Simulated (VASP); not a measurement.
# ZrH4 (P2_1/m) in VASP: notebook

The runs below take ZrH4 through single point, with PBE.

Everything below comes from runs of VASP 6.6.1. Logs are shortened: lines on timing, memory, paths and dates and some standing lists are left out, and cuts for length are marked.

### 1 The cell of the first run

The structure is monoclinic, space group P2_1/m (No. 11). The conventional cell has a = 3.880 Å, b = 3.445 Å, c = 5.887 Å, α = 90.00°, β = 109.18°, γ = 90.00°. Zr (site symmetry m) has 11 H at 2.00 to 2.08 Å within 2.7 Å. H (site symmetry m) has 2 Zr at 2.03 Å and 14 H at 2.31 to 2.65 Å within 2.7 Å. H (site symmetry m) has 10 H at 1.97 to 2.65 Å and 3 Zr at 2.06 to 2.08 Å within 2.7 Å. H (site symmetry m) has 8 H at 1.92 to 2.56 Å and 3 Zr at 2.00 to 2.07 Å within 2.6 Å. H (site symmetry m) has 8 H at 1.92 to 2.55 Å and 3 Zr at 2.00 to 2.07 Å within 2.6 Å.

The cell was built from a structure type or drawn by symmetry, and may not be a known phase.

### 2 Single point, PBE

INCAR

```
SYSTEM = ZrH4
PREC = Accurate
ENCUT = 520
EDIFF = 1E-6
ISMEAR = 0
SIGMA = 0.1
LREAL = .False.
LASPH = .True.
NELM = 80
ALGO = Normal
ISIF = 2
LWAVE = .False.
LCHARG = .False.
GGA = PE
NBANDS = 27
```

KPOINTS

```
Automatic mesh
0
Gamma
  8 10 6
  0 0 0
```

POSCAR

```
ZrH4
1.0
    3.8795988665      0.0000000000     -0.0006234371
    0.0000000000      3.4447940890      0.0000000000
   -1.9331025451      0.0000000000      5.5610548873
Zr H
2 8
Direct
    0.1445239154      0.2500000000      0.7882647549
    0.8554760846      0.7500000000      0.2117352451
    0.5905863538      0.2500000000      0.6801448874
    0.9551322032      0.2500000000      0.4137997366
    0.4508024288      0.7500000000      0.8951454111
    0.9456084655      0.7500000000      0.8957580888
    0.0543915345      0.2500000000      0.1042419112
    0.5491975712      0.2500000000      0.1048545889
    0.0448677968      0.7500000000      0.5862002634
    0.4094136462      0.7500000000      0.3198551126
```

Potentials or basis: VASP PAW PBE potentials, release 64 (Zr_sv, H).

The run is started by

```sh
cat potpaw_PBE.64/Zr_sv/POTCAR potpaw_PBE.64/H/POTCAR > POTCAR
mpirun -np 1 vasp_std > vasp.out
```

OUTCAR:

```text
SYSTEM = ZrH4
   PREC = Accurate
   ENCUT = 520
   EDIFF = 1E-6
   ISMEAR = 0
   LREAL = .False.
   LASPH = .True.
   NELM = 80
   ISIF = 2
   GGA = PE

 ion  position               nearest neighbor table
   1  0.145  0.250  0.788-   7 2.00   8 2.00   3 2.03   3 2.03   9 2.06   9 2.06   5 2.07   5 2.07
                             6 2.07   6 2.07   4 2.08   2 3.50   2 3.50   2 3.50   2 3.50   2 3.64
   2  0.855  0.750  0.212-   6 2.00   5 2.00  10 2.03  10 2.03   4 2.06   4 2.06   8 2.07   8 2.07
                             7 2.07   7 2.07   9 2.08   1 3.50   1 3.50   1 3.50   1 3.50   1 3.64
   3  0.591  0.250  0.680-   1 2.03   1 2.03
   4  0.955  0.250  0.414-   2 2.06   2 2.06   1 2.08
   5  0.451  0.750  0.895-   2 2.00   1 2.07   1 2.07
   6  0.946  0.750  0.896-   2 2.00   1 2.07   1 2.07
   7  0.054  0.250  0.104-   1 2.00   2 2.07   2 2.07
   8  0.549  0.250  0.105-   1 2.00   2 2.07   2 2.07
   9  0.045  0.750  0.586-   1 2.06   1 2.06   2 2.08
  10  0.409  0.750  0.320-   2 2.03   2 2.03

  LATTYP: Found a simple monoclinic cell.
 ALAT       =     3.8795989166
 B/A-ratio  =     0.8879253147
 C/A-ratio  =     1.5175441625
 COS(beta)  =    -0.3284939987

  Lattice vectors:

 A1 = (   3.8795988665,   0.0000000000,  -0.0006234371)
 A2 = (   0.0000000000,   3.4447940890,   0.0000000000)
 A3 = (  -1.9331025451,   0.0000000000,   5.5610548873)

Analysis of symmetry for initial positions (statically):
=====================================================================
 Subroutine PRICEL returns:
 Original cell was already a primitive cell.

 Routine SETGRP: Setting up the symmetry group for a
 simple monoclinic supercell.

 Subroutine GETGRP returns: Found  4 space group operations
 (whereof  2 operations were pure point group operations)
 out of a pool of  4 trial point group operations.

The static configuration has the point symmetry S_2 .
 The point group associated with its full space group is C_2h.

Analysis of symmetry for dynamics (positions and initial velocities):
=====================================================================
 Subroutine PRICEL returns:
 Original cell was already a primitive cell.

 Routine SETGRP: Setting up the symmetry group for a
 simple monoclinic supercell.

 Subroutine GETGRP returns: Found  4 space group operations
 (whereof  2 operations were pure point group operations)
 out of a pool of  4 trial point group operations.

The dynamic configuration has the point symmetry S_2 .
 The point group associated with its full space group is C_2h.

 Subroutine INISYM returns: Found  4 space group operations
 (whereof  2 operations are pure point group operations),
 and found     1 'primitive' translations

----------------------------------------------------------------------------------------

                                     Primitive cell

  volume of cell :      74.3161

  direct lattice vectors                    reciprocal lattice vectors
     3.879598866  0.000000000 -0.000623437     0.257773006  0.000000000  0.089605599
     0.000000000  3.444794089  0.000000000     0.000000000  0.290293113  0.000000000
    -1.933102545  0.000000000  5.561054887     0.000028898  0.000000000  0.179832043

  length of vectors
     3.879598917  3.444794089  5.887462689     0.272903071  0.290293113  0.179832046

  position of ions in fractional coordinates (direct lattice)
     0.144523915  0.250000000  0.788264755
     0.855476085  0.750000000  0.211735245
     0.590586354  0.250000000  0.680144887
     0.955132203  0.250000000  0.413799737
     0.450802429  0.750000000  0.895145411
     0.945608466  0.750000000  0.895758089
     0.054391534  0.250000000  0.104241911
     0.549197571  0.250000000  0.104854589
     0.044867797  0.750000000  0.586200263
     0.409413646  0.750000000  0.319855113

  ion indices of the primitive-cell ions
   primitive index   ion index
                 1           1
                 2           2
                 3           3
                 4           4
                 5           5
                 6           6
                 7           7
                 8           8
                 9           9
                10          10

----------------------------------------------------------------------------------------

 KPOINTS: Automatic mesh

Automatic generation of k-mesh.
 Grid dimensions read from file:
 generate k-points for:    8   10    6

 Generating k-lattice:

  Cartesian coordinates                     Fractional coordinates (reciprocal lattice)
     0.032221626  0.000000000  0.011200700     0.125000000  0.000000000 -0.000000000
     0.000000000  0.029029311  0.000000000     0.000000000  0.100000000  0.000000000
     0.000004816  0.000000000  0.029972007    -0.000000000  0.000000000  0.166666667

  Length of vectors
     0.034112884  0.029029311  0.029972008

  Shift w.r.t. Gamma in fractional coordinates (k-lattice)
     0.000000000  0.000000000  0.000000000

 Subroutine IBZKPT returns following result:
 ===========================================

 Found    156 irreducible k-points:

 Following reciprocal coordinates:
            Coordinates               Weight
  0.000000  0.000000  0.000000      1.000000
  0.125000  0.000000  0.000000      2.000000
  0.250000  0.000000  0.000000      2.000000
  0.375000  0.000000 -0.000000      2.000000
  0.500000  0.000000  0.000000      1.000000
  0.000000  0.100000  0.000000      2.000000
[... 16 lines left out ...]
  0.250000  0.400000  0.000000      4.000000
  0.375000  0.400000 -0.000000      4.000000
 [... further k-points ...]
   k-points           NKPTS =    156   k-points in BZ     NKDIM =    156   number of bands    NBANDS=     27
   number of dos      NEDOS =    301   number of ions     NIONS =     10
   total plane-waves  NPLWV =  40320
   dimension x,y,z NGX =    30 NGY =   28 NGZ =   48
   dimension x,y,z NGXF=    60 NGYF=   56 NGZF=   96
   ions per type =               2   8
   NGX,Y,Z   is equivalent  to a cutoff of  12.86, 13.51, 13.55 a.u.
   NGXF,Y,Z  is equivalent  to a cutoff of  25.71, 27.03, 27.11 a.u.
 SYSTEM =  ZrH4
   PREC   = accura    normal or accurate (medium, high low for compatibility)
   ISTART =      0    job   : 0-new  1-cont  2-samecut
   ICHARG =      2    charge: 1-file 2-atom 10-const
   ISPIN  =      1    spin polarized calculation?
   LNONCOLLINEAR =      F non collinear calculations
   LSORBIT =      F    spin-orbit coupling
   LASPH  =      T    aspherical Exc in radial PAW
   ENCUT  =  520.0 eV  38.22 Ry    6.18 a.u.   7.21  6.41 10.95*2*pi/ulx,y,z
   NELM   =     80;   NELMIN=  2; NELMDL= -5     # of ELM steps
   EDIFF  = 0.1E-05   stopping-criterion for ELM
   LREAL  =      F    real-space projection
   EDIFFG = 0.1E-04   stopping-criterion for IOM
   NSW    =      0    number of steps for IOM
   IBRION =     -1    ionic relax: 0-MD 1-quasi-New 2-CG
   NFREE  =      0    steps in history (QN), initial steepest desc. (CG)
   ISIF   =      2    stress and relaxation
   ISYM   =      2    0-nonsym 1-usesym 2-fastsym
   POTIM  = 0.5000    time-step for ionic-motion
   TEBEG  =    0.0;   TEEND  =   0.0 temperature during run
   PSTRESS=    0.0 pullay stress
   NELECT =      32.0000    total number of electrons
   NUPDOWN=      -1.0000    fix difference up-down
   EMIN   =  10.00;   EMAX   =-10.00  energy-range for DOS
   EFERMI =   0.00;   METHOD = LEGACY
   ISMEAR =     0;   SIGMA  =   0.10  broadening in eV -4-tet -1-fermi 0-gaus
   EFERMI_NEDOS =   21; number of points for ismear=-14 and -15
   IALGO  =     38    algorithm
   IMIX   =      4    mixing-type and parameters
     AMIX     =   0.40;   BMIX     =  1.00
     AMIX_MAG =   1.60;   BMIX_MAG =  1.00
  volume/ion in A,a.u.               =       7.43        50.15
  Fermi-wavevector in a.u.,A,eV,Ry     =   1.236224  2.336125 20.793099  1.528250
  Thomas-Fermi vector in A             =   2.370841
   LORBIT       =      0    0 simple, 1 ext, 2 COOP (PROOUT), +10 PAW based schemes
   GGA     = PE    functional components
   LHFCALC =     F    Hartree Fock is set to
   AEXX    =    0.0000 exact exchange contribution
   IVDW    =     0    specifies the selected vdW correction
   LEPSILON=     F    determine dielectric tensor
   LRPA    =     F    only Hartree local field effects (RPA)
 non-spin polarized calculation
 Gauss-broadening in eV      SIGMA  =   0.10
  energy-cutoff  :      520.00
  volume of cell :       74.32
 maximum number of plane-waves:      2025
 NGX is ok and might be reduce to    30
   NGX = 15   NGY = 13   NGZ = 21

 number of electron      32.0000001 magnetization

 Free energy of the ion-electron system (eV)
  ---------------------------------------------------
  ext. energy  EPLUGINS =         0.00000000
  ---------------------------------------------------
  free energy    TOTEN  =       -46.97441309 eV

  energy without entropy =      -46.96711948  energy(sigma->0) =      -46.97076629

 E-fermi :   6.2407     XC(G=0): -10.4696

 val. band max:        6.2287411806   @ k =  -0.2500   0.0000   0.1667
 cond. band min:       6.2549408521   @ k =   0.3750   0.0000  -0.0000
 fundamental gap:      0.0261996715
 Fermi energy:         6.2406577678

 k-point     1 :       0.0000    0.0000    0.0000
  band No.  band energies     occupation
      1     -43.4810      2.00000
      2     -43.4323      2.00000
      3     -21.7603      2.00000
      4     -21.4944      2.00000
      5     -21.4443      2.00000
      6     -21.3797      2.00000
[... 19 lines left out ...]
     26      12.7562      0.00000
     27      13.9879      0.00000

 k-point     2 :       0.1250    0.0000    0.0000
  band No.  band energies     occupation
      1     -43.4785      2.00000
      2     -43.4333      2.00000
      3     -21.7518      2.00000
      4     -21.5228      2.00000
      5     -21.4397      2.00000
      6     -21.3819      2.00000
[... 19 lines left out ...]
     26      13.2669      0.00000
     27      13.9228      0.00000

 k-point     3 :       0.2500    0.0000    0.0000
  band No.  band energies     occupation
      1     -43.4718      2.00000
      2     -43.4364      2.00000
      3     -21.7324      2.00000
      4     -21.5782      2.00000
      5     -21.4272      2.00000
      6     -21.4207      2.00000
[... 19 lines left out ...]
     26      13.3635      0.00000
     27      14.4646      0.00000

 k-point     4 :       0.3750    0.0000   -0.0000
  band No.  band energies     occupation
      1     -43.4631      2.00000
      2     -43.4417      2.00000
      3     -21.7172      2.00000
      4     -21.6243      2.00000
      5     -21.4504      2.00000
      6     -21.4103      2.00000
[... 19 lines left out ...]
     26      12.4940      0.00000
     27      14.6800      0.00000
[... 516 lines left out ...]
      4     -21.7260      2.00000
      5     -21.5614      2.00000
      6     -21.4719      2.00000
[... 19 lines left out ...]
     26      12.0999      0.00000
     27      13.8362      0.00000

 k-point    23 :       0.2500    0.4000    0.0000
  band No.  band energies     occupation
      1     -43.4384      2.00000
      2     -43.4275      2.00000
      3     -21.7465      2.00000
      4     -21.7263      2.00000
      5     -21.5574      2.00000
      6     -21.4950      2.00000
[... 19 lines left out ...]
     26      11.7117      0.00000
     27      14.3595      0.00000

 k-point    24 :       0.3750    0.4000   -0.0000
  band No.  band energies     occupation
      1     -43.4346      2.00000
      2     -43.4279      2.00000
      3     -21.7477      2.00000
      4     -21.7313      2.00000
      5     -21.5613      2.00000
      6     -21.5016      2.00000
[... 19 lines left out ...]
     26      12.0028      0.00000
     27      13.8959      0.00000

 [... further k-points ...]

------------------------ aborting loop because EDIFF is reached ----------------------------------------

  FORCE on cell =-STRESS in cart. coord.  units (eV):
  Direction    XX          YY          ZZ          XY          YZ          ZX
  --------------------------------------------------------------------------------------
  -------------------------------------------------------------------------------------
  Total       -0.0644802     -0.0476042     -0.0597629      0.0000000      0.0000000     -0.0111610
  in kB       -1.3901250     -1.0262958     -1.2884252      0.0000000      0.0000000     -0.2406192
  external PRESSURE =      -1.2349487 kB  Pullay stress =       0.0000000 kB

 VOLUME and BASIS-vectors are now :
 -----------------------------------------------------------------------------
  energy-cutoff  :      520.00
  volume of cell :       74.32
      direct lattice vectors                 reciprocal lattice vectors
     3.879598866  0.000000000 -0.000623437     0.257773006  0.000000000  0.089605599
     0.000000000  3.444794089  0.000000000     0.000000000  0.290293113  0.000000000
    -1.933102545  0.000000000  5.561054887     0.000028898  0.000000000  0.179832043

 POSITION                                       TOTAL-FORCE (eV/Angst)
 -----------------------------------------------------------------------------------
     -0.96310      0.86120      4.38349        -0.005803     -0.000000     -0.003571
      2.90960      2.58360      1.17694         0.005803      0.000000      0.003571
      0.97645      0.86120      3.78195         0.002200     -0.000000     -0.000315
      2.90561      0.86120      2.30057         0.001097     -0.000000      0.001631
      0.01852      2.58360      4.97767         0.000655     -0.000000      0.006229
      1.93699      2.58360      4.98077        -0.001543     -0.000000      0.000943
      0.00951      0.86120      0.57966         0.001543     -0.000000     -0.000943
      1.92797      0.86120      0.58276        -0.000655     -0.000000     -0.006229
     -0.95912      2.58360      3.25986        -0.001097      0.000000     -0.001631
      0.97005      2.58360      1.77848        -0.002200     -0.000000      0.000315
 -----------------------------------------------------------------------------------
    total drift:                                0.000000      0.000000     -0.000000

  FREE ENERGIE OF THE ION-ELECTRON SYSTEM (eV)
  ---------------------------------------------------
  free  energy   TOTEN  =       -46.9744130927 eV

  energy  without entropy=      -46.9671194778  energy(sigma->0) =      -46.97076629
```

Run time: 4.8 min. Hardware: 1 thread of Intel Xeon Platinum 8488C (Sapphire Rapids), shared host; peak memory 0.37 GiB.

What came out:

```
Free energy            : -46.9744 eV
Pressure               : -0.1 GPa
Largest force          : 0.007 eV/Å
Band gap on the k mesh : zero (bands 16 and 17 overlap by 0.45 eV)
```

Forces in eV/Å, atoms in the order of the input:
```
Zr  -0.006  0.000 -0.004
Zr   0.006  0.000  0.004
H    0.002  0.000  0.000
H    0.001  0.000  0.002
H    0.001  0.000  0.006
H   -0.002  0.000  0.001
H    0.002  0.000 -0.001
H   -0.001  0.000 -0.006
H   -0.001  0.000 -0.002
H   -0.002  0.000  0.000
```

Levels at points of the mesh, in eV from the Fermi level:
```
           k point  band 14  band 15  band 16  band 17  band 18  band 19
(0.00, 0.00, 0.00)    -3.96    -0.32    -0.09    -0.06     0.04     1.40
(0.50, 0.00, 0.00)    -4.09    -2.00     0.08     0.09     0.34     1.75
(0.00, 0.50, 0.00)    -4.29    -3.99    -3.99     2.03     2.03     2.78
(0.50, 0.50, 0.00)    -5.12    -3.12    -3.12     1.99     1.99     2.43
(0.00, 0.00, 0.50)    -3.99    -2.27     0.38     0.80     1.14     1.28
(0.50, 0.00, 0.50)    -4.08    -2.00     0.08     0.09     0.34     1.75
(0.00, 0.50, 0.50)    -4.08    -3.87    -3.87     1.28     1.28     1.63
(0.50, 0.50, 0.50)    -5.11    -3.12    -3.12     1.98     1.98     2.43
```

### 3 Single point, PBE

INCAR

```
SYSTEM = ZrH4
  PREC = Accurate
  ENCUT = 520
  EDIFF = 1E-7
  ISMEAR = 0
  SIGMA = 0.1
  LREAL = .FALSE.
  LASPH = .TRUE.
  NELM = 80
  ALGO = Normal
  ISIF = 2
  LWAVE = .FALSE.
  LCHARG = .FALSE.
  GGA = PE
  NBANDS = 27
```

KPOINTS

```
Automatic mesh
0
G
  8 10 6
  0 0 0
```

POSCAR

```
ZrH4
1.0
    3.8796953577      0.0000000000     -0.0026000281
    0.0000000000      3.4445698978      0.0000000000
   -1.9359836176      0.0000000000      5.5627432302
Zr H
2 8
Direct
    0.1440680751      0.2500000000      0.7882472879
    0.8559319249      0.7500000000      0.2117527121
    0.5900196595      0.2500000000      0.6802855557
    0.9556507168      0.2500000000      0.4138415977
    0.4502742403      0.7500000000      0.8957477415
    0.9449488364      0.7500000000      0.8955728612
    0.0550511636      0.2500000000      0.1044271388
    0.5497257597      0.2500000000      0.1042522585
    0.0443492832      0.7500000000      0.5861584023
    0.4099803405      0.7500000000      0.3197144443
```

Potentials or basis: VASP PAW PBE potentials, release 64 (Zr_sv, H).

The run is started by

```sh
cat potpaw_PBE.64/Zr_sv/POTCAR potpaw_PBE.64/H/POTCAR > POTCAR
mpirun -np 1 vasp_std > vasp.out
```

OUTCAR:

```text
SYSTEM = ZrH4
   PREC = Accurate
   ENCUT = 520
   EDIFF = 1E-7
   ISMEAR = 0
   LREAL = .FALSE.
   LASPH = .TRUE.
   NELM = 80
   ISIF = 2
   GGA = PE

 ion  position               nearest neighbor table
   1  0.144  0.250  0.788-   7 2.00   8 2.00   3 2.03   3 2.03   9 2.06   9 2.06   5 2.07   5 2.07
                             6 2.07   6 2.07   4 2.08   2 3.50   2 3.50   2 3.50   2 3.50   2 3.64
   2  0.856  0.750  0.212-   6 2.00   5 2.00  10 2.03  10 2.03   4 2.06   4 2.06   8 2.07   8 2.07
                             7 2.07   7 2.07   9 2.08   1 3.50   1 3.50   1 3.50   1 3.50   1 3.64
   3  0.590  0.250  0.680-   1 2.03   1 2.03
   4  0.956  0.250  0.414-   2 2.06   2 2.06   1 2.08
[... 950 lines left out ...]

 VOLUME and BASIS-vectors are now :
 -----------------------------------------------------------------------------
  energy-cutoff  :      520.00
  volume of cell :       74.32
      direct lattice vectors                 reciprocal lattice vectors
     3.879695358  0.000000000 -0.002600028     0.257812327  0.000000000  0.089725594
     0.000000000  3.444569898  0.000000000     0.000000000  0.290312007  0.000000000
    -1.935983618  0.000000000  5.562743230     0.000120502  0.000000000  0.179809358

 POSITION                                       TOTAL-FORCE (eV/Angst)
 -----------------------------------------------------------------------------------
     -0.96709      0.86114      4.38444         0.000384     -0.000000     -0.002636
      2.91081      2.58343      1.17570        -0.000384     -0.000000      0.002636
      0.97207      0.86114      3.78272        -0.000033     -0.000000     -0.002382
      2.90644      0.86114      2.29961         0.000024     -0.000000     -0.000259
      0.01277      2.58343      4.98164         0.001645     -0.000000     -0.000212
      1.93230      2.58343      4.97938        -0.001630     -0.000000     -0.000280
      0.01141      0.86114      0.58076         0.001630     -0.000000      0.000280
      1.93094      0.86114      0.57850        -0.001645     -0.000000      0.000212
     -0.96273      2.58343      3.26053        -0.000024     -0.000000      0.000259
      0.97164      2.58343      1.77742         0.000033      0.000000      0.002382
 -----------------------------------------------------------------------------------
    total drift:                                0.000000     -0.000000      0.000000

  FREE ENERGIE OF THE ION-ELECTRON SYSTEM (eV)
  ---------------------------------------------------
  free  energy   TOTEN  =       -46.9744529007 eV

  energy  without entropy=      -46.9671548017  energy(sigma->0) =      -46.97080385
```

Wall time 5.7 min (1 thread of Intel Xeon Platinum 8488C (Sapphire Rapids), shared host); peak memory 0.37 GiB.

Results:

| Property | Result |
| --- | --- |
| Free energy | -46.9745 eV |
| Pressure | -0.1 GPa |
| Band gap on the k mesh | zero (bands 16 and 17 overlap by 0.45 eV) |

Forces on the atoms (eV/Å):
```
Zr   0.000  0.000 -0.003
Zr   0.000  0.000  0.003
H    0.000  0.000 -0.002
H    0.000  0.000  0.000
H    0.002  0.000  0.000
H   -0.002  0.000  0.000
H    0.002  0.000  0.000
H   -0.002  0.000  0.000
H    0.000  0.000  0.000
H    0.000  0.000  0.002
```
